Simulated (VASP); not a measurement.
# Zr11Si19 (a cell with a defect) in VASP: single point with PBE

Aim: the single point of Zr11Si19 (a cell with a defect) with PBE.

Program: VASP 6.6.1. These are calculated values, not measurements. Logs are shortened: lines on timing, memory, paths and dates and some standing lists are left out, and cuts for length are marked.

**1. The cell of the first run**

The cell holds a defect, 30 atoms: a = 8.238 Å, b = 8.273 Å, c = 8.464 Å, α = 89.84°, β = 60.88°, γ = 89.68°.

**2. Single point, PBE**

The input, INCAR:

```
PREC = Accurate ; ENCUT = 520
EDIFF = 1E-7 ; ISMEAR = 0
SIGMA = 0.1 ; LREAL = Auto
LASPH = T ; NELM = 60
ALGO = Fast ; ISIF = 2
LWAVE = F ; LCHARG = F
GGA = PE ; NBANDS = 125
```

The input, KPOINTS:

```
Automatic mesh
0
Gamma
  4 3 4
```

The input, POSCAR:

```
Zr11Si19
1.0
    3.7051806616      0.0000000000      7.3581440238
    7.4103613233      0.0000000000     -3.6790720119
    1.8525903308      7.3940131348      3.6790720119
Zr Si
11 19
Direct
    0.7906460798      0.0500000000      0.2187078405
    0.9940566579      0.4480309161      0.2150681319
    0.3945421080      0.2490578639      0.2119222219
    0.1935356700      0.8509421361      0.2119222219
    0.5908752101      0.6519690839      0.2150681319
    0.8256264952      0.1523735770      0.7964369804
    0.0025274023      0.5500000000      0.7949451954
    0.3912462653      0.3731899188      0.7954236465
    0.1779365243      0.9476264230      0.7964369804
    0.6133300882      0.7268100812      0.7954236465
    0.5039224728      0.0500000000      0.7921550545
    0.6488350258      0.4381304345      0.9026993509
    0.0498228462      0.2558483831      0.9067303776
    0.8434467762      0.8441516169      0.9067303776
    0.2484656233      0.6618695655      0.9026993509
    0.1695757822      0.1450600533      0.0830422868
    0.3454722000      0.5500000000      0.1090556000
    0.7423913126      0.3497555447      0.1159834001
    0.5473819310      0.9549399467      0.0830422868
    0.9416252872      0.7502444553      0.1159834001
    0.1514769838      0.0500000000      0.4970460324
    0.3481193314      0.4525277045      0.4998511599
    0.7509206628      0.2541294342      0.5068534909
    0.5422258463      0.8458705658      0.5068534909
    0.9520295087      0.6474722955      0.4998511599
    0.4406621773      0.1535794164      0.5059517813
    0.6491830997      0.5500000000      0.5016338005
    0.0507314963      0.3493487568      0.5032654101
    0.8533860414      0.9464205836      0.5059517813
    0.2460030936      0.7506512432      0.5032654101
```

Potentials or basis: VASP PAW PBE potentials, release 64 (Zr_sv, Si).

Launch:

```console
$ cat potpaw_PBE.64/Zr_sv/POTCAR potpaw_PBE.64/Si/POTCAR > POTCAR
$ mpirun -np 1 vasp_std > vasp.out
```

OUTCAR:

```text
PREC = Accurate
   ENCUT = 520
   EDIFF = 1E-7
   ISMEAR = 0
   LREAL = Auto
   LASPH = T
   NELM = 60
   ISIF = 2
   GGA = PE

 ion  position               nearest neighbor table
   1  0.791  0.050  0.219-  20 2.72  18 2.72  29 2.85  26 2.85  23 2.85  24 2.85  16 2.87  19 2.87
                            13 2.99  14 2.99   9 3.54   6 3.54   4 3.67   3 3.67   2 3.70   5 3.70
   2  0.994  0.448  0.215-  18 2.72  17 2.72  20 2.73  25 2.80  23 2.81  28 2.82  27 2.82  16 2.83
                            13 2.90  15 3.02   8 3.52   7 3.62   3 3.67   1 3.70   5 3.72   4 3.72
   3  0.395  0.249  0.212-  18 2.71  19 2.71  16 2.71  17 2.73  21 2.80  26 2.80  28 2.82  22 2.83
                            12 2.89  11 3.61   6 3.67   2 3.67   1 3.67   8 3.68   4 3.69   5 3.72
   4  0.194  0.851  0.212-  20 2.71  16 2.71  19 2.71  17 2.73  21 2.80  29 2.80  30 2.82  25 2.83
                            15 2.89  11 3.61   9 3.67   5 3.67   1 3.67  10 3.68   3 3.69   2 3.72
   5  0.591  0.652  0.215-  20 2.72  17 2.72  18 2.73  22 2.80  24 2.81  30 2.82  27 2.82  19 2.83
                            14 2.90  12 3.02  10 3.52   7 3.62   4 3.67   1 3.70   2 3.72   3 3.72
   6  0.826  0.152  0.796-  13 2.59  12 2.69  14 2.74  21 2.78  28 2.79  11 2.80  19 2.90  29 2.91
                            23 2.92  18 2.94   9 3.35   1 3.54   7 3.60   3 3.67
   7  0.003  0.550  0.795-  13 2.70  14 2.70  12 2.76  15 2.76  25 2.84  22 2.84  28 2.84  30 2.84
                            20 3.01  18 3.01  10 3.51   8 3.51   9 3.60   6 3.60   2 3.62   5 3.62
   8  0.391  0.373  0.795-  15 2.62  13 2.68  12 2.74  22 2.77  27 2.78  11 2.82  17 2.89  16 2.92
                            26 2.92  23 2.94  10 3.46   7 3.51   2 3.52   3 3.68
   9  0.178  0.948  0.796-  14 2.59  15 2.69  13 2.74  21 2.78  30 2.79  11 2.80  16 2.90  26 2.91
                            24 2.92  20 2.94   6 3.35   1 3.54   7 3.60   4 3.67
  10  0.613  0.727  0.795-  12 2.62  14 2.68  15 2.74  25 2.77  27 2.78  11 2.82  17 2.89  19 2.92
                            29 2.92  24 2.94   8 3.46   7 3.51   5 3.52   4 3.68
  11  0.504  0.050  0.792-  19 2.77  16 2.77   6 2.80   9 2.80  10 2.82   8 2.82  23 2.84  24 2.84
                            29 2.84  26 2.84   3 3.61   4 3.61
  12  0.649  0.438  0.903-  18 2.39  17 2.43  10 2.62   6 2.69   8 2.74   7 2.76   3 2.89   5 3.02

  13  0.050  0.256  0.907-  16 2.34  18 2.40   6 2.59   8 2.68   7 2.70   9 2.74   2 2.90   1 2.99

  14  0.843  0.844  0.907-  19 2.34  20 2.40   9 2.59  10 2.68   7 2.70   6 2.74   5 2.90   1 2.99
[... 29 lines left out ...]
  29  0.853  0.946  0.506-  21 2.57  25 2.59  23 2.68  24 2.70   4 2.80  11 2.84   1 2.85   6 2.91
                            10 2.92
  30  0.246  0.751  0.503-  24 2.58  25 2.59  22 2.60  21 2.60   9 2.79   5 2.82   4 2.82   7 2.84

  LATTYP: Found a base centered monoclinic cell.
 ALAT       =     8.2383643528
 B/A-ratio  =     1.7950196952
 C/A-ratio  =     1.0042518500
 COS(beta)  =    -0.0056571322

  Lattice vectors:

 A1 = (  -1.8525903308,  -7.3940131348,  -3.6790720119)
 A2 = (  -1.8525903308,   7.3940131348,  -3.6790720119)
 A3 = (   7.4103613233,   0.0000000000,  -3.6790720119)

Analysis of symmetry for initial positions (statically):
=====================================================================
 Subroutine PRICEL returns:
 Original cell was already a primitive cell.

 Routine SETGRP: Setting up the symmetry group for a
 base centered monoclinic supercell.

 Subroutine GETGRP returns: Found  2 space group operations
 (whereof  1 operations were pure point group operations)
 out of a pool of  4 trial point group operations.

The static configuration has the point symmetry C_1 .
 The point group associated with its full space group is C_2 .

Analysis of symmetry for dynamics (positions and initial velocities):
=====================================================================
 Subroutine PRICEL returns:
 Original cell was already a primitive cell.

 Routine SETGRP: Setting up the symmetry group for a
 base centered monoclinic supercell.

 Subroutine GETGRP returns: Found  2 space group operations
 (whereof  1 operations were pure point group operations)
 out of a pool of  4 trial point group operations.

The dynamic configuration has the point symmetry C_1 .
 The point group associated with its full space group is C_2 .

 Subroutine INISYM returns: Found  2 space group operations
 (whereof  1 operations are pure point group operations),
 and found     1 'primitive' translations

----------------------------------------------------------------------------------------

                                     Primitive cell

  volume of cell :     503.9621

  direct lattice vectors                    reciprocal lattice vectors
     3.705180662  0.000000000  7.358144024     0.053978475 -0.067622276  0.108723069
     7.410361323  0.000000000 -3.679072012     0.107956949  0.000000000 -0.054361534
     1.852590331  7.394013135  3.679072012     0.000000000  0.135244553  0.000000000

  length of vectors
     8.238364353  8.273392642  8.463987951     0.138950184  0.120871334  0.135244553

  position of ions in fractional coordinates (direct lattice)
     0.790646080  0.050000000  0.218707841
     0.994056658  0.448030916  0.215068132
     0.394542108  0.249057864  0.211922222
     0.193535670  0.850942136  0.211922222
     0.590875210  0.651969084  0.215068132
     0.825626495  0.152373577  0.796436980
[... 22 lines left out ...]
     0.853386041  0.946420584  0.505951781
     0.246003094  0.750651243  0.503265410

  ion indices of the primitive-cell ions
   primitive index   ion index
                 1           1
                 2           2
                 3           3
                 4           4
                 5           5
                 6           6
[... 22 lines left out ...]
                29          29
                30          30

----------------------------------------------------------------------------------------

 KPOINTS: Automatic mesh

Automatic generation of k-mesh.
 Grid dimensions read from file:
 generate k-points for:    4    3    4

 Generating k-lattice:

  Cartesian coordinates                     Fractional coordinates (reciprocal lattice)
     0.013494619 -0.016905569  0.027180767     0.250000000  0.000000000 -0.000000000
     0.035985650  0.000000000 -0.018120511     0.000000000  0.333333333  0.000000000
     0.000000000  0.033811138  0.000000000     0.000000000  0.000000000  0.250000000

  Length of vectors
     0.034737546  0.040290445  0.033811138

  Shift w.r.t. Gamma in fractional coordinates (k-lattice)
     0.000000000  0.000000000  0.000000000

 Subroutine IBZKPT returns following result:
 ===========================================

 Found     17 irreducible k-points:

 Following reciprocal coordinates:
            Coordinates               Weight
  0.000000  0.000000  0.000000      1.000000
  0.250000  0.000000 -0.000000      4.000000
  0.500000  0.000000 -0.000000      2.000000
  0.000000  0.333333  0.000000      2.000000
  0.250000  0.333333 -0.000000      4.000000
  0.500000  0.333333 -0.000000      4.000000
[... 9 lines left out ...]
  0.000000  0.000000  0.500000      1.000000
  0.000000  0.333333  0.500000      2.000000
   k-points           NKPTS =     17   k-points in BZ     NKDIM =     17   number of bands    NBANDS=    125
   number of dos      NEDOS =    301   number of ions     NIONS =     30
   total plane-waves  NPLWV = 262144
   dimension x,y,z NGX =    64 NGY =   64 NGZ =   64
   dimension x,y,z NGXF=   128 NGYF=  128 NGZF=  128
   ions per type =              11  19
   NGX,Y,Z   is equivalent  to a cutoff of  12.91, 12.86, 12.57 a.u.
   NGXF,Y,Z  is equivalent  to a cutoff of  25.83, 25.72, 25.14 a.u.
 SYSTEM =  unknown system
   PREC   = accura    normal or accurate (medium, high low for compatibility)
   ISTART =      0    job   : 0-new  1-cont  2-samecut
   ICHARG =      2    charge: 1-file 2-atom 10-const
   ISPIN  =      1    spin polarized calculation?
   LNONCOLLINEAR =      F non collinear calculations
   LSORBIT =      F    spin-orbit coupling
   LASPH  =      T    aspherical Exc in radial PAW
   ENCUT  =  520.0 eV  38.22 Ry    6.18 a.u.  15.32 15.38 15.74*2*pi/ulx,y,z
   NELM   =     60;   NELMIN=  2; NELMDL= -5     # of ELM steps
   EDIFF  = 0.1E-06   stopping-criterion for ELM
   LREAL  =      T    real-space projection
   EDIFFG = 0.1E-05   stopping-criterion for IOM
   NSW    =      0    number of steps for IOM
   IBRION =     -1    ionic relax: 0-MD 1-quasi-New 2-CG
   NFREE  =      0    steps in history (QN), initial steepest desc. (CG)
   ISIF   =      2    stress and relaxation
   ISYM   =      2    0-nonsym 1-usesym 2-fastsym
   POTIM  = 0.5000    time-step for ionic-motion
   TEBEG  =    0.0;   TEEND  =   0.0 temperature during run
   PSTRESS=    0.0 pullay stress
   NELECT =     208.0000    total number of electrons
   NUPDOWN=      -1.0000    fix difference up-down
   EMIN   =  10.00;   EMAX   =-10.00  energy-range for DOS
   EFERMI =   0.00;   METHOD = LEGACY
   ISMEAR =     0;   SIGMA  =   0.10  broadening in eV -4-tet -1-fermi 0-gaus
   EFERMI_NEDOS =   21; number of points for ismear=-14 and -15
   IALGO  =     68    algorithm
   IMIX   =      4    mixing-type and parameters
     AMIX     =   0.40;   BMIX     =  1.00
     AMIX_MAG =   1.60;   BMIX_MAG =  1.00
  volume/ion in A,a.u.               =      16.80       113.36
  Fermi-wavevector in a.u.,A,eV,Ry     =   1.218887  2.303362 20.213966  1.485685
  Thomas-Fermi vector in A             =   2.354158
   LORBIT       =      0    0 simple, 1 ext, 2 COOP (PROOUT), +10 PAW based schemes
   GGA     = PE    functional components
   LHFCALC =     F    Hartree Fock is set to
   AEXX    =    0.0000 exact exchange contribution
   IVDW    =     0    specifies the selected vdW correction
   LEPSILON=     F    determine dielectric tensor
   LRPA    =     F    only Hartree local field effects (RPA)
 non-spin polarized calculation
 RMM-DIIS sequential band-by-band and
 Gauss-broadening in eV      SIGMA  =   0.10
  energy-cutoff  :      520.00
  volume of cell :      503.96
 maximum number of plane-waves:     13588
 NGX is ok and might be reduce to    64
   NGX = 31   NGY = 31   NGZ = 31

 number of electron     208.0000000 magnetization

 Free energy of the ion-electron system (eV)
  ---------------------------------------------------
  ext. energy  EPLUGINS =         0.00000000
  ---------------------------------------------------
  free energy    TOTEN  =      -215.39775768 eV

  energy without entropy =     -215.36053591  energy(sigma->0) =     -215.37914680

 E-fermi :   9.9992     XC(G=0): -11.3196

 val. band max:        9.9940624067   @ k =   0.5000   0.0000   0.2500
 cond. band min:      10.0044758114   @ k =   0.5000  -0.3333   0.2500
 fundamental gap:      0.0104134047
 Fermi energy:         9.9991993340

 k-point     1 :       0.0000    0.0000    0.0000
  band No.  band energies     occupation
      1     -38.7765      2.00000
      2     -38.7370      2.00000
      3     -38.7324      2.00000
      4     -38.6991      2.00000
      5     -38.6560      2.00000
      6     -38.6517      2.00000
[... 2012 lines left out ...]
    115      11.3538      0.00000
    116      11.5464      0.00000
 [bands above 116 left out]

------------------------ aborting loop because EDIFF is reached ----------------------------------------

  FORCE on cell =-STRESS in cart. coord.  units (eV):
  Direction    XX          YY          ZZ          XY          YZ          ZX
  --------------------------------------------------------------------------------------
  -------------------------------------------------------------------------------------
  Total       10.8566804      1.4860400     18.3736527      0.0000000      0.0000000      0.4939385
  in kB       34.5151476      4.7243623     58.4128218      0.0000000      0.0000000      1.5703104
  external PRESSURE =      32.5507772 kB  Pullay stress =       0.0000000 kB

 VOLUME and BASIS-vectors are now :
 -----------------------------------------------------------------------------
  energy-cutoff  :      520.00
  volume of cell :      503.96
      direct lattice vectors                 reciprocal lattice vectors
     3.705180662  0.000000000  7.358144024     0.053978475 -0.067622276  0.108723069
     7.410361323  0.000000000 -3.679072012     0.107956949  0.000000000 -0.054361534
     1.852590331  7.394013135  3.679072012     0.000000000  0.135244553  0.000000000

 POSITION                                       TOTAL-FORCE (eV/Angst)
 -----------------------------------------------------------------------------------
      3.70518      1.61713      6.43838        -0.000000      0.005389      0.000000
      7.40166      1.59022      6.45733        -0.001094     -0.000780      0.001288
      3.70006      1.56696      2.76647        -0.001413      0.000434     -0.000211
      7.41548      1.56696     -0.92694         0.001413      0.000434      0.000211
      7.41906      1.59022      2.74035         0.001094     -0.000780     -0.001288
      5.66371      5.88887      8.44463         0.003491     -0.003197     -0.000083
[... 22 lines left out ...]
     11.11259      3.74101      4.65882        -0.000252      0.000016      0.001358
      7.40643      3.72115      0.89998         0.000028      0.000906     -0.000752
 -----------------------------------------------------------------------------------
    total drift:                               -0.000011      0.004212     -0.000007

  FREE ENERGIE OF THE ION-ELECTRON SYSTEM (eV)
  ---------------------------------------------------
  free  energy   TOTEN  =      -215.3977576779 eV

  energy  without entropy=     -215.3605359150  energy(sigma->0) =     -215.37914680
```

Wall time 1.9 h (1 thread of Oxide Virtual Turin-like, shared host); peak memory 0.97 GiB.

What came out:

```
Free energy            : -215.3978 eV
Pressure               : 3.3 GPa
Largest force          : 0.013 eV/Å
Band gap on the k mesh : zero (bands 104 and 105 overlap by 0.13 eV)
```

Forces on the atoms (eV/Å):
```
Zr   0.000  0.005  0.000
Zr  -0.001 -0.001  0.001
Zr  -0.001  0.000  0.000
Zr   0.001  0.000  0.000
Zr   0.001 -0.001 -0.001
Zr   0.003 -0.003  0.000
Zr   0.000 -0.003  0.000
Zr   0.000 -0.001 -0.001
Zr  -0.003 -0.003  0.000
Zr   0.000 -0.001  0.001
Zr   0.000 -0.001  0.000
Si   0.001  0.009 -0.002
Si   0.002  0.012  0.004
Si  -0.002  0.012 -0.004
Si  -0.001  0.009  0.002
Si   0.000 -0.005 -0.009
Si   0.000 -0.009  0.000
Si  -0.001 -0.010  0.002
Si   0.000 -0.005  0.009
Si   0.001 -0.010 -0.002
Si   0.000 -0.002  0.000
Si   0.000 -0.001 -0.001
Si  -0.001  0.003  0.000
Si   0.001  0.003  0.000
Si   0.000 -0.001  0.001
Si   0.000  0.000 -0.001
Si   0.000  0.004  0.000
Si   0.000  0.001  0.001
Si   0.000  0.000  0.001
Si   0.000  0.001 -0.001
```
